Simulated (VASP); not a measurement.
# AlP8 (Pmm2) in VASP: further runs

AlP8 is run at these levels: PBE+D3(BJ); tasks: single point, relaxation of cell and atoms.

Program: VASP 6.6.1. These are calculated values, not measurements. Logs are shortened: lines on timing, memory, paths and dates and some standing lists are left out, and cuts for length are marked.

### Step 1. The cell of the first run

The structure is orthorhombic, space group Pmm2 (No. 25). The conventional cell has a = 3.242 Å, b = 10.891 Å, c = 4.509 Å, α = 90.00°, β = 90.00°, γ = 90.00°. Al (site symmetry mm2) has 6 P at 2.40 to 2.59 Å within 3.2 Å. Within 3.0 Å of P (site symmetry m) lie 3 P at 2.29 to 2.30 Å and 2 Al at 2.59 Å. P (site symmetry m) has 3 P at 2.25 to 2.30 Å and 1 Al at 2.40 Å within 3.0 Å. P (site symmetry m) has 3 P at 2.23 to 2.29 Å within 2.9 Å. P (site symmetry m) has 3 P at 2.23 to 2.25 Å within 2.9 Å.

### Step 2. Single point, PBE+D3(BJ)

Contents of INCAR:

```
SYSTEM = AlP8
PREC = Accurate ; ENCUT = 520
EDIFF = 1E-6 ; ISMEAR = 0
SIGMA = 0.1 ; LREAL = .False.
LASPH = .True. ; NELM = 60
ALGO = Normal ; ISIF = 2
LWAVE = .False. ; LCHARG = .True.
GGA = PE ; IVDW = 12
LELF = .True. ; LVHAR = .True.
NBANDS = 32
```

Contents of KPOINTS:

```
Automatic mesh
0
Gamma
  6 2 4
  0 0 0
```

Contents of POSCAR:

```
AlP8
1.0
    3.2418896813      0.0000000000      0.0000000000
    0.0000000000     10.8905202914      0.0000000000
    0.0000000000      0.0000000000      4.5086656434
Al P
1 8
Direct
    0.0000000000      0.0000000000      0.7042004611
    0.5000000000      0.8519862998      0.4331201670
    0.0000000000      0.8413047281      0.0735819263
    0.5000000000      0.6493486112      0.5661818666
    0.0000000000      0.6470002850      0.9050158146
    0.5000000000      0.3506513888      0.5661818666
    0.0000000000      0.3529997150      0.9050158146
    0.5000000000      0.1480137002      0.4331201670
    0.0000000000      0.1586952719      0.0735819263
```

Potentials or basis: VASP PAW PBE potentials, release 64 (Al, P).

Run with:

```
cat potpaw_PBE.64/Al/POTCAR potpaw_PBE.64/P/POTCAR > POTCAR
mpirun -np 1 vasp_std > vasp.out
```

OUTCAR:

```text
SYSTEM = AlP8
   PREC = Accurate
   ENCUT = 520
   EDIFF = 1E-6
   ISMEAR = 0
   LREAL = .False.
   LASPH = .True.
   NELM = 60
   ISIF = 2
   GGA = PE
   IVDW = 12
 IVDW          = 12

 ion  position               nearest neighbor table
   1  0.000  0.000  0.704-   3 2.40   9 2.40   8 2.59   2 2.59   2 2.59   8 2.59
   2  0.500  0.852  0.433-   4 2.29   3 2.30   3 2.30   1 2.59   1 2.59
   3  0.000  0.841  0.074-   5 2.25   2 2.30   2 2.30   1 2.40
   4  0.500  0.649  0.566-   5 2.23   5 2.23   2 2.29
   5  0.000  0.647  0.905-   4 2.23   4 2.23   3 2.25
   6  0.500  0.351  0.566-   7 2.23   7 2.23   8 2.29
   7  0.000  0.353  0.905-   6 2.23   6 2.23   9 2.25
   8  0.500  0.148  0.433-   6 2.29   9 2.30   9 2.30   1 2.59   1 2.59
   9  0.000  0.159  0.074-   7 2.25   8 2.30   8 2.30   1 2.40

  LATTYP: Found a simple orthorhombic cell.
 ALAT       =     3.2418896813
 B/A-ratio  =     1.3907523348
 C/A-ratio  =     3.3593124264

  Lattice vectors:

 A1 = (  -3.2418896813,   0.0000000000,   0.0000000000)
 A2 = (   0.0000000000,   0.0000000000,   4.5086656434)
 A3 = (   0.0000000000,  10.8905202914,   0.0000000000)

Analysis of symmetry for initial positions (statically):
=====================================================================
 Subroutine PRICEL returns:
 Original cell was already a primitive cell.

 Routine SETGRP: Setting up the symmetry group for a
 simple orthorhombic supercell.

 Subroutine GETGRP returns: Found  4 space group operations
 (whereof  4 operations were pure point group operations)
 out of a pool of  8 trial point group operations.

The static configuration has the point symmetry C_2v.

Analysis of symmetry for dynamics (positions and initial velocities):
=====================================================================
 Subroutine PRICEL returns:
 Original cell was already a primitive cell.

 Routine SETGRP: Setting up the symmetry group for a
 simple orthorhombic supercell.

 Subroutine GETGRP returns: Found  4 space group operations
 (whereof  4 operations were pure point group operations)
 out of a pool of  8 trial point group operations.

The dynamic configuration has the point symmetry C_2v.

 Subroutine INISYM returns: Found  4 space group operations
 (whereof  4 operations are pure point group operations),
 and found     1 'primitive' translations

----------------------------------------------------------------------------------------

                                     Primitive cell

  volume of cell :     159.1823

  direct lattice vectors                    reciprocal lattice vectors
     3.241889681  0.000000000  0.000000000     0.308462069  0.000000000  0.000000000
     0.000000000 10.890520291  0.000000000     0.000000000  0.091822978  0.000000000
     0.000000000  0.000000000  4.508665643     0.000000000  0.000000000  0.221795112

  length of vectors
     3.241889681 10.890520291  4.508665643     0.308462069  0.091822978  0.221795112

  position of ions in fractional coordinates (direct lattice)
     0.000000000  0.000000000  0.704200461
     0.500000000  0.851986300  0.433120167
     0.000000000  0.841304728  0.073581926
     0.500000000  0.649348611  0.566181867
     0.000000000  0.647000285  0.905015815
     0.500000000  0.350651389  0.566181867
     0.000000000  0.352999715  0.905015815
     0.500000000  0.148013700  0.433120167
     0.000000000  0.158695272  0.073581926

  ion indices of the primitive-cell ions
   primitive index   ion index
                 1           1
                 2           2
                 3           3
                 4           4
                 5           5
                 6           6
                 7           7
                 8           8
                 9           9

----------------------------------------------------------------------------------------

 KPOINTS: Automatic mesh

Automatic generation of k-mesh.
 Grid dimensions read from file:
 generate k-points for:    6    2    4

 Generating k-lattice:

  Cartesian coordinates                     Fractional coordinates (reciprocal lattice)
     0.051410345  0.000000000  0.000000000     0.166666667  0.000000000  0.000000000
     0.000000000  0.045911489  0.000000000     0.000000000  0.500000000  0.000000000
     0.000000000  0.000000000  0.055448778     0.000000000  0.000000000  0.250000000

  Length of vectors
     0.051410345  0.045911489  0.055448778

  Shift w.r.t. Gamma in fractional coordinates (k-lattice)
     0.000000000  0.000000000  0.000000000

 Subroutine IBZKPT returns following result:
 ===========================================

 Found     24 irreducible k-points:

 Following reciprocal coordinates:
            Coordinates               Weight
  0.000000  0.000000  0.000000      1.000000
  0.166667  0.000000  0.000000      2.000000
  0.333333  0.000000  0.000000      2.000000
  0.500000  0.000000  0.000000      1.000000
  0.000000  0.500000  0.000000      1.000000
  0.166667  0.500000  0.000000      2.000000
[... 16 lines left out ...]
  0.333333  0.500000  0.500000      2.000000
  0.500000  0.500000  0.500000      1.000000
   k-points           NKPTS =     24   k-points in BZ     NKDIM =     24   number of bands    NBANDS=     32
   number of dos      NEDOS =    301   number of ions     NIONS =      9
   total plane-waves  NPLWV =  72576
   dimension x,y,z NGX =    24 NGY =   84 NGZ =   36
   dimension x,y,z NGXF=    48 NGYF=  168 NGZF=   72
   ions per type =               1   8
   NGX,Y,Z   is equivalent  to a cutoff of  12.31, 12.82, 13.27 a.u.
   NGXF,Y,Z  is equivalent  to a cutoff of  24.61, 25.65, 26.55 a.u.
 SYSTEM =  AlP8
   PREC   = accura    normal or accurate (medium, high low for compatibility)
   ISTART =      0    job   : 0-new  1-cont  2-samecut
   ICHARG =      2    charge: 1-file 2-atom 10-const
   ISPIN  =      1    spin polarized calculation?
   LNONCOLLINEAR =      F non collinear calculations
   LSORBIT =      F    spin-orbit coupling
   LASPH  =      T    aspherical Exc in radial PAW
   ENCUT  =  520.0 eV  38.22 Ry    6.18 a.u.   6.03 20.25  8.38*2*pi/ulx,y,z
   NELM   =     60;   NELMIN=  2; NELMDL= -5     # of ELM steps
   EDIFF  = 0.1E-05   stopping-criterion for ELM
   LREAL  =      F    real-space projection
   EDIFFG = 0.1E-04   stopping-criterion for IOM
   NSW    =      0    number of steps for IOM
   IBRION =     -1    ionic relax: 0-MD 1-quasi-New 2-CG
   NFREE  =      0    steps in history (QN), initial steepest desc. (CG)
   ISIF   =      2    stress and relaxation
   ISYM   =      2    0-nonsym 1-usesym 2-fastsym
   POTIM  = 0.5000    time-step for ionic-motion
   TEBEG  =    0.0;   TEEND  =   0.0 temperature during run
   PSTRESS=    0.0 pullay stress
   NELECT =      43.0000    total number of electrons
   NUPDOWN=      -1.0000    fix difference up-down
   EMIN   =  10.00;   EMAX   =-10.00  energy-range for DOS
   EFERMI =   0.00;   METHOD = LEGACY
   ISMEAR =     0;   SIGMA  =   0.10  broadening in eV -4-tet -1-fermi 0-gaus
   EFERMI_NEDOS =   21; number of points for ismear=-14 and -15
   IALGO  =     38    algorithm
   IMIX   =      4    mixing-type and parameters
     AMIX     =   0.40;   BMIX     =  1.00
     AMIX_MAG =   1.60;   BMIX_MAG =  1.00
  volume/ion in A,a.u.               =      17.69       119.36
  Fermi-wavevector in a.u.,A,eV,Ry     =   1.058277  1.999854 15.237847  1.119950
  Thomas-Fermi vector in A             =   2.193580
   LORBIT       =      0    0 simple, 1 ext, 2 COOP (PROOUT), +10 PAW based schemes
   GGA     = PE    functional components
   LHFCALC =     F    Hartree Fock is set to
   AEXX    =    0.0000 exact exchange contribution
   IVDW    =    12    specifies the selected vdW correction
   LEPSILON=     F    determine dielectric tensor
   LRPA    =     F    only Hartree local field effects (RPA)
 non-spin polarized calculation
 Gauss-broadening in eV      SIGMA  =   0.10
  energy-cutoff  :      520.00
  volume of cell :      159.18
 maximum number of plane-waves:      4320
   NGX = 13   NGY = 41   NGZ = 17

 number of electron      42.9999994 magnetization

 Free energy of the ion-electron system (eV)
  ---------------------------------------------------
  ext. energy  EPLUGINS =         0.00000000
  ---------------------------------------------------
  free energy    TOTEN  =       -45.96501910 eV

  energy without entropy =      -45.94501046  energy(sigma->0) =      -45.95501478

 E-fermi :   7.4521     XC(G=0): -10.1291

 val. band max:        7.4413236113   @ k =   0.1667   0.5000   0.0000
 cond. band min:       7.4633808010   @ k =   0.3333   0.0000   0.2500
 fundamental gap:      0.0220571897
 Fermi energy:         7.4521315169

 k-point     1 :       0.0000    0.0000    0.0000
  band No.  band energies     occupation
      1      -8.4558      2.00000
      2      -8.1170      2.00000
      3      -6.2983      2.00000
      4      -5.4698      2.00000
      5      -2.5882      2.00000
      6      -2.2979      2.00000
[... 24 lines left out ...]
     31      11.8967      0.00000
     32      12.1264      0.00000

 k-point     2 :       0.1667    0.0000    0.0000
  band No.  band energies     occupation
      1      -8.1110      2.00000
      2      -7.7756      2.00000
      3      -5.9411      2.00000
      4      -5.1143      2.00000
      5      -2.7041      2.00000
      6      -2.4341      2.00000
[... 24 lines left out ...]
     31      11.4066      0.00000
     32      11.4618      0.00000
[... 733 lines left out ...]
     31      12.1170      0.00000
     32      12.2004      0.00000

 k-point    24 :       0.5000    0.5000    0.5000
  band No.  band energies     occupation
      1      -4.9895      2.00000
      2      -4.9856      2.00000
      3      -4.9483      2.00000
      4      -4.8835      2.00000
      5      -2.9721      2.00000
      6      -2.9233      2.00000
[... 24 lines left out ...]
     31      11.2826      0.00000
     32      12.0519      0.00000

------------------------ aborting loop because EDIFF is reached ----------------------------------------

 Edisp (eV)   -3.50282

 E8    (eV) :    -1.3552

  FORCE on cell =-STRESS in cart. coord.  units (eV):
  Direction    XX          YY          ZZ          XY          YZ          ZX
  --------------------------------------------------------------------------------------
  -------------------------------------------------------------------------------------
  Total      -0.34885    -0.06645    -0.25693     0.00000     0.00000     0.00000
  in kB      -3.51120    -0.66882    -2.58598     0.00000     0.00000     0.00000
  external pressure =       -2.26 kB  Pullay stress =        0.00 kB

 VOLUME and BASIS-vectors are now :
 -----------------------------------------------------------------------------
  energy-cutoff  :      520.00
  volume of cell :      159.18
      direct lattice vectors                 reciprocal lattice vectors
     3.241889681  0.000000000  0.000000000     0.308462069  0.000000000  0.000000000
     0.000000000 10.890520291  0.000000000     0.000000000  0.091822978  0.000000000
     0.000000000  0.000000000  4.508665643     0.000000000  0.000000000  0.221795112

 POSITION                                       TOTAL-FORCE (eV/Angst)
 -----------------------------------------------------------------------------------
      0.00000      0.00000      3.17500         0.000000     -0.000000     -0.031292
      1.62094      9.27857      1.95279         0.000000     -0.038356      0.019623
      0.00000      9.16225      0.33176        -0.000000     -0.029509      0.016514
      1.62094      7.07174      2.55272         0.000000      0.064019      0.051670
      0.00000      7.04617      4.08041         0.000000     -0.004808     -0.072161
      1.62094      3.81878      2.55272        -0.000000     -0.064019      0.051670
      0.00000      3.84435      4.08041         0.000000      0.004808     -0.072161
      1.62094      1.61195      1.95279         0.000000      0.038356      0.019623
      0.00000      1.72827      0.33176        -0.000000      0.029509      0.016514
 -----------------------------------------------------------------------------------
    total drift:                               -0.000000     -0.000000     -0.000120

  FREE ENERGIE OF THE ION-ELECTRON SYSTEM (eV)
  ---------------------------------------------------
  free  energy   TOTEN  =       -49.4678356761 eV

  energy  without entropy=      -49.4478270378  energy(sigma->0) =      -49.45783136
```

It took 69 s on 1 thread of AMD EPYC 9R45 (Zen 5), shared host; peak memory 0.26 GiB.

What came out:

* Free energy: -49.4678 eV
* Pressure: -0.2 GPa
* Largest force: 0.082 eV/Å
* Dispersion energy per atom: -0.389 eV

Forces in eV/Å, atoms in the order of the input:
```
Al   0.000  0.000 -0.031
P    0.000 -0.038  0.020
P    0.000 -0.030  0.017
P    0.000  0.064  0.052
P    0.000 -0.005 -0.072
P    0.000 -0.064  0.052
P    0.000  0.005 -0.072
P    0.000  0.038  0.020
P    0.000  0.030  0.017
```

Levels at points of the mesh, in eV from the Fermi level:
| k point | band 19 | band 20 | band 21 | band 22 | band 23 | band 24 |
| --- | --- | --- | --- | --- | --- | --- |
| (0.00, 0.00, 0.00) | -1.76 | -1.65 | -0.43 | 0.92 | 1.47 | 1.58 |
| (0.50, 0.00, 0.00) | -2.72 | -2.04 | -1.98 | -1.34 | -1.02 | 0.16 |
| (0.00, 0.50, 0.00) | -1.77 | -1.51 | -0.22 | 0.20 | 1.05 | 1.25 |
| (0.50, 0.50, 0.00) | -2.77 | -2.65 | -2.58 | -1.22 | -1.20 | -0.05 |
| (0.00, 0.00, 0.50) | -1.95 | -1.14 | -0.07 | 0.85 | 0.93 | 1.12 |
| (0.50, 0.00, 0.50) | -1.65 | -1.64 | -1.05 | 0.13 | 1.72 | 1.82 |
| (0.00, 0.50, 0.50) | -1.95 | -1.23 | 0.84 | 1.15 | 1.18 | 1.35 |
| (0.50, 0.50, 0.50) | -2.83 | -2.82 | -0.75 | 0.68 | 1.23 | 1.81 |

### Step 3. Single point, PBE+D3(BJ)

This run uses another cell than the first one, of 16.39 Å³/atom, 0.927 times its volume.

Contents of INCAR:

```
SYSTEM = AlP8
PREC = Accurate ; ENCUT = 520
EDIFF = 1E-7 ; ISMEAR = 0
SIGMA = 0.1 ; LREAL = .FALSE.
LASPH = .TRUE. ; NELM = 60
ALGO = Normal ; ISIF = 2
LWAVE = .FALSE. ; LCHARG = .FALSE.
GGA = PE ; IVDW = 12
NBANDS = 32
```

Contents of KPOINTS:

```
Automatic mesh
0
G
  6 2 4
  0 0 0
```

Contents of POSCAR:

```
AlP8
1.0
    3.3100000000      0.0000000000      0.0000000000
    0.0000000000     10.1761232400      0.0000000000
    0.0000000000      0.0000000000      4.3800000000
Al P
1 8
Direct
    0.0000000000      0.0000000000      0.6600000100
    0.5000000000      0.8570121700      0.4100000100
    0.0000000000      0.8570121700      0.0899999900
    0.5000000000      0.6547740700      0.5899999900
    0.0000000000      0.6547740700      0.9100000100
    0.5000000000      0.3452259300      0.5899999900
    0.0000000000      0.3452259300      0.9100000100
    0.5000000000      0.1429878300      0.4100000100
    0.0000000000      0.1429878300      0.0899999900
```

Potentials or basis: VASP PAW PBE potentials, release 64 (Al, P).

Run with:

```
cat potpaw_PBE.64/Al/POTCAR potpaw_PBE.64/P/POTCAR > POTCAR
mpirun -np 1 vasp_std > vasp.out
```

Run time: 80 s. Hardware: 1 thread of AMD EPYC 9R45 (Zen 5), shared host; peak memory 0.28 GiB.

It converged, with:

- Free energy: -48.4268 eV
- Pressure: 9.7 GPa
- Largest force: 1.254 eV/Å
- Dispersion energy per atom: -0.422 eV

Forces in eV/Å, atoms in the order of the input:
```
Al   0.000  0.000  0.884
P    0.000  0.143  0.876
P    0.000 -0.133 -1.180
P    0.000 -0.849 -0.922
P    0.000 -0.734  0.784
P    0.000  0.849 -0.922
P    0.000  0.734  0.784
P    0.000 -0.143  0.876
P    0.000  0.133 -1.180
```

Stress tensor (GPa, compression positive):
```
 4.08  0.00  0.00
 0.00 15.09  0.00
 0.00  0.00  9.85
```

Levels at points of the mesh, in eV from the Fermi level:
| k point | band 18 | band 19 | band 20 | band 21 | band 22 | band 23 | band 24 | band 25 |
| --- | --- | --- | --- | --- | --- | --- | --- | --- |
| (0.00, 0.00, 0.00) | -2.65 | -2.04 | -1.61 | -0.72 | -0.29 | 0.99 | 1.22 | 1.95 |
| (0.50, 0.00, 0.00) | -3.56 | -2.58 | -1.72 | -1.67 | -1.00 | -0.41 | -0.26 | 0.25 |
| (0.00, 0.50, 0.00) | -3.08 | -1.42 | -1.06 | -0.66 | -0.37 | 0.30 | 0.84 | 1.59 |
| (0.50, 0.50, 0.00) | -3.01 | -2.98 | -2.72 | -2.31 | -0.81 | -0.70 | 0.35 | 0.63 |
| (0.00, 0.00, 0.50) | -2.44 | -1.74 | -1.19 | -0.47 | 0.50 | 0.57 | 1.30 | 1.44 |
| (0.50, 0.00, 0.50) | -4.06 | -1.30 | -1.04 | -1.00 | -0.30 | 2.38 | 2.48 | 2.77 |
| (0.00, 0.50, 0.50) | -2.19 | -1.87 | -1.61 | 0.15 | 0.63 | 0.87 | 1.19 | 1.33 |
| (0.50, 0.50, 0.50) | -2.71 | -2.60 | -2.47 | -0.82 | 0.40 | 1.46 | 1.75 | 2.72 |

Caveat: forces of over 1 eV/Å act on the atoms, so gaps and moduli don't describe the material at rest.

(Part 1 of 2 ends here.)
